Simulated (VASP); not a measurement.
# P (Imma) in VASP: notebook

The runs below take P through single point, with PBEsol.

Everything below comes from runs of VASP 6.6.1. Logs are shortened: lines on timing, memory, paths and dates and some standing lists are left out, and cuts for length are marked.

**1. The cell of the first run**

It takes space group Imma (No. 74, orthorhombic). Conventional cell: a = 3.383 Å, b = 5.030 Å, c = 3.662 Å, α = 90.00°, β = 90.00°, γ = 90.00°. Within 2.9 Å of P (site symmetry mm2) lie 6 P at 2.22 to 2.79 Å.

**2. Single point, PBEsol (strain +0.000 along x and y, -0.015 along z)**

INCAR

```
  PREC = Accurate
  ENCUT = 520
  EDIFF = 1E-7
  ISMEAR = 0
  SIGMA = 0.15
  LREAL = False
  LASPH = True
  NELM = 80
  ALGO = Normal
  ISIF = 2
  LWAVE = False
  LCHARG = False
  GGA = PS
  NBANDS = 12
```

KPOINTS

```
Automatic mesh
0
Gamma
  18 18 18
```

POSCAR

```
P
1.0
   -1.6915100431      2.5151650373      1.8310599738
    1.6915100431     -2.5151650373      1.8310599738
    1.6915100431      2.5151650373     -1.8310599738
P
2
Direct
    0.8033091100      0.0533091100      0.7500000000
    0.1966908900      0.9466908900      0.2500000000
```

Potentials or basis: VASP PAW PBE potentials, release 64 (P).

Launch:

```console
$ cat potpaw_PBE.64/P/POTCAR > POTCAR
$ mpirun -np 1 vasp_std > vasp.out
```

OUTCAR:

```text
PREC = Accurate
   ENCUT = 520
   EDIFF = 1E-7
   ISMEAR = 0
   LREAL = False
   LASPH = True
   NELM = 80
   ISIF = 2
   GGA = PS

 ion  position               nearest neighbor table
   1  0.803  0.053  0.750-   2 2.22   2 2.22   2 2.55   2 2.55   2 2.79   2 2.79
   2  0.197  0.947  0.250-   1 2.22   1 2.22   1 2.55   1 2.55   1 2.79   1 2.79

  LATTYP: Found a body centered orthorhombic cell.
 ALAT       =     3.3830200862
 B/A-ratio  =     1.0825002082
 C/A-ratio  =     1.4869347348

  Lattice vectors:

 A1 = (   1.6915100431,  -2.5151650373,  -1.8310599738)
 A2 = (  -1.6915100431,  -2.5151650373,   1.8310599738)
 A3 = (  -1.6915100431,   2.5151650373,  -1.8310599738)

Analysis of symmetry for initial positions (statically):
=====================================================================
 Subroutine PRICEL returns:
 Original cell was already a primitive cell.

 Routine SETGRP: Setting up the symmetry group for a
 body centered orthorhombic supercell.

 Subroutine GETGRP returns: Found  8 space group operations
 (whereof  4 operations were pure point group operations)
 out of a pool of  8 trial point group operations.

The static configuration has the point symmetry C_2h.
 The point group associated with its full space group is D_2h.

Analysis of symmetry for dynamics (positions and initial velocities):
=====================================================================
 Subroutine PRICEL returns:
 Original cell was already a primitive cell.

 Routine SETGRP: Setting up the symmetry group for a
 body centered orthorhombic supercell.

 Subroutine GETGRP returns: Found  8 space group operations
 (whereof  4 operations were pure point group operations)
 out of a pool of  8 trial point group operations.

The dynamic configuration has the point symmetry C_2h.
 The point group associated with its full space group is D_2h.

 Subroutine INISYM returns: Found  8 space group operations
 (whereof  4 operations are pure point group operations),
 and found     1 'primitive' translations

----------------------------------------------------------------------------------------

                                     Primitive cell

  volume of cell :      31.1604

  direct lattice vectors                    reciprocal lattice vectors
[... 93 lines left out ...]
   ISIF   =      2    stress and relaxation
   ISYM   =      2    0-nonsym 1-usesym 2-fastsym
   POTIM  = 0.5000    time-step for ionic-motion
   TEBEG  =    0.0;   TEEND  =   0.0 temperature during run
   PSTRESS=    0.0 pullay stress
   NELECT =      10.0000    total number of electrons
   NUPDOWN=      -1.0000    fix difference up-down
   EMIN   =  10.00;   EMAX   =-10.00  energy-range for DOS
   EFERMI =   0.00;   METHOD = LEGACY
   ISMEAR =     0;   SIGMA  =   0.15  broadening in eV -4-tet -1-fermi 0-gaus
   EFERMI_NEDOS =   21; number of points for ismear=-14 and -15
   IALGO  =     38    algorithm
   IMIX   =      4    mixing-type and parameters
     AMIX     =   0.40;   BMIX     =  1.00
     AMIX_MAG =   1.60;   BMIX_MAG =  1.00
  volume/ion in A,a.u.               =      15.58       105.14
  Fermi-wavevector in a.u.,A,eV,Ry     =   1.120831  2.118064 17.092496  1.256263
  Thomas-Fermi vector in A             =   2.257481
   LORBIT       =      0    0 simple, 1 ext, 2 COOP (PROOUT), +10 PAW based schemes
   GGA     = PS    functional components
   LHFCALC =     F    Hartree Fock is set to
   AEXX    =    0.0000 exact exchange contribution
   IVDW    =     0    specifies the selected vdW correction
   LEPSILON=     F    determine dielectric tensor
   LRPA    =     F    only Hartree local field effects (RPA)
 non-spin polarized calculation
 Gauss-broadening in eV      SIGMA  =   0.15
  energy-cutoff  :      520.00
  volume of cell :       31.16
 maximum number of plane-waves:       860
   NGX = 13   NGY = 13   NGZ = 13

 number of electron      10.0000000 magnetization

 number of electron       9.9999999 magnetization

 Free energy of the ion-electron system (eV)
  ---------------------------------------------------
  ext. energy  EPLUGINS =         0.00000000
  ---------------------------------------------------
  free energy    TOTEN  =       -11.54714868 eV

  energy without entropy =      -11.54470060  energy(sigma->0) =      -11.54592464

 E-fermi :   9.1343     XC(G=0): -11.0335

 val. band max:        9.1270732319   @ k =  -0.4444   0.4444  -0.0000
 cond. band min:       9.1483581047   @ k =   0.2778   0.2778   0.2222
 fundamental gap:      0.0212848727
 Fermi energy:         9.1343333163

 k-point     1 :       0.0000    0.0000    0.0000
  band No.  band energies     occupation
      1      -7.4267      2.00000
      2       6.0649      2.00000
      3       6.1372      2.00000
      4       6.2915      2.00000
      5       7.0436      2.00000
      6      10.5786      0.00000
      7      11.4230      0.00000
      8      13.4858      0.00000
      9      14.1173      0.00000
     10      15.5038      0.00000
     11      15.9022      0.00000
     12      16.1579      0.00000
[... 331 lines left out ...]
 k-point    24 :      -0.2778    0.0556    0.0000
  band No.  band energies     occupation
      1      -6.5537      2.00000
      2       1.4645      2.00000
      3       5.4431      2.00000
      4       7.0189      2.00000
      5       8.3478      2.00000
      6      10.2564      0.00000
      7      10.8393      0.00000
      8      11.8970      0.00000
      9      14.8379      0.00000
     10      15.5142      0.00000
     11      16.6324      0.00000
     12      19.8891      0.00000

 [... further k-points ...]

------------------------ aborting loop because EDIFF is reached ----------------------------------------

  FORCE on cell =-STRESS in cart. coord.  units (eV):
  Direction    XX          YY          ZZ          XY          YZ          ZX
  --------------------------------------------------------------------------------------
  -------------------------------------------------------------------------------------
  Total        0.3360976     -0.3815756      0.3967254      0.0000000      0.0000000      0.0000000
  in kB       17.2811386    -19.6194824     20.3984419      0.0000000      0.0000000      0.0000000
  external PRESSURE =       6.0200327 kB  Pullay stress =       0.0000000 kB

 VOLUME and BASIS-vectors are now :
 -----------------------------------------------------------------------------
  energy-cutoff  :      520.00
  volume of cell :       31.16
      direct lattice vectors                 reciprocal lattice vectors
    -1.691510043  2.515165037  1.831059974     0.000000000  0.198794112  0.273065878
     1.691510043 -2.515165037  1.831059974     0.295593870  0.000000000  0.273065878
     1.691510043  2.515165037 -1.831059974     0.295593870  0.198794112  0.000000000

 POSITION                                       TOTAL-FORCE (eV/Angst)
 -----------------------------------------------------------------------------------
      0.00000      3.77275      0.19522         0.000000      0.000000     -0.576510
      1.69151     -1.25758      1.63584        -0.000000     -0.000000      0.576510
 -----------------------------------------------------------------------------------
    total drift:                                0.000000     -0.000000     -0.000000

  FREE ENERGIE OF THE ION-ELECTRON SYSTEM (eV)
  ---------------------------------------------------
  free  energy   TOTEN  =       -11.5471486774 eV

  energy  without entropy=      -11.5447005953  energy(sigma->0) =      -11.54592464
```

OSZICAR:

```text
N       E                     dE             d eps       ncg     rms          rms(c)
DAV:   1     0.175817138641E+02    0.17582E+02   -0.44765E+03 20768   0.719E+02
DAV:   2    -0.105646632628E+02   -0.28146E+02   -0.26845E+02 27372   0.112E+02
DAV:   3    -0.115940612569E+02   -0.10294E+01   -0.10223E+01 27000   0.197E+01
DAV:   4    -0.116003761191E+02   -0.63149E-02   -0.63133E-02 24688   0.185E+00
DAV:   5    -0.116004223302E+02   -0.46211E-04   -0.46209E-04 27276   0.153E-01    0.702E+00
DAV:   6    -0.115648409774E+02    0.35581E-01   -0.11215E-02 24444   0.616E-01    0.415E+00
DAV:   7    -0.115471660101E+02    0.17675E-01   -0.20544E-02 24656   0.879E-01    0.967E-02
DAV:   8    -0.115471297989E+02    0.36211E-04   -0.23478E-03 23936   0.328E-01    0.849E-02
DAV:   9    -0.115471414102E+02   -0.11611E-04   -0.80643E-05 26364   0.624E-02    0.567E-02
DAV:  10    -0.115471482822E+02   -0.68720E-05   -0.66584E-06 24932   0.166E-02    0.147E-02
DAV:  11    -0.115471485825E+02   -0.30027E-06   -0.97108E-07 25628   0.673E-03    0.260E-03
DAV:  12    -0.115471486851E+02   -0.10267E-06   -0.81601E-08 15048   0.173E-03    0.147E-03
DAV:  13    -0.115471486774E+02    0.77822E-08   -0.14520E-08 13064   0.868E-04
   1 F= -.11547149E+02 E0= -.11545925E+02  d E =-.244808E-02
```

stdout:

```text
POSCAR found type information on POSCAR P
 POSCAR found :  1 types and       2 ions
 scaLAPACK will be used
 -----------------------------------------------------------------------------
|                                                                             |
|                                                                             |
|     You enforced a specific xc type in the INCAR file but a different       |
|     I HOPE YOU KNOW WHAT YOU ARE DOING!                                     |
|                                                                             |
 -----------------------------------------------------------------------------

 LDA part: xc-table for (Slater+PW92), standard interpolation
 POSCAR, INCAR and KPOINTS ok, starting setup
 FFT: planning ... GRIDC
 FFT: planning ... GRID_SOFT
 FFT: planning ... GRID
 WAVECAR not read
 entering main loop
```

Wall time 5.6 min (1 thread of Intel Xeon Platinum 8375C at 2.90GHz (Ice Lake), shared host); peak memory 0.35 GiB.

Results:

```
Free energy            : -11.5471 eV
Pressure               : 0.6 GPa
Largest force          : 0.577 eV/Å
Band gap on the k mesh : zero (bands 5 and 6 overlap by 1.15 eV)
```

Forces in eV/Å, atoms in the order of the input:
```
P    0.000  0.000 -0.577
P    0.000  0.000  0.577
```

Stress tensor (GPa, compression positive):
```
 1.73  0.00  0.00
 0.00 -1.96  0.00
 0.00  0.00  2.04
```

Levels at points of the mesh, in eV from the Fermi level:
```tsv
k point	band 2	band 3	band 4	band 5	band 6	band 7	band 8	band 9
(0.00, 0.00, 0.00)	-3.07	-3.00	-2.84	-2.09	1.44	2.29	4.35	4.98
(0.50, 0.00, 0.00)	-11.19	-3.34	-1.85	-1.59	0.32	0.70	1.87	9.40
(0.00, 0.50, 0.00)	-10.25	-6.57	-5.59	-5.19	0.19	7.12	7.22	9.00
(0.50, 0.50, 0.00)	-12.43	-3.35	-3.35	-0.13	-0.13	0.32	0.32	10.49
(0.50, 0.50, 0.50)	-8.60	-7.70	-5.28	-5.27	-0.07	6.80	8.55	8.81
```

Caveat: the cell differs from its parent crystal (strain +0.000 along x and y, -0.015 along z); the PAW data sets were made with another functional, which shifts forces and pressure a little.

(Part 1 of 2 ends here.)
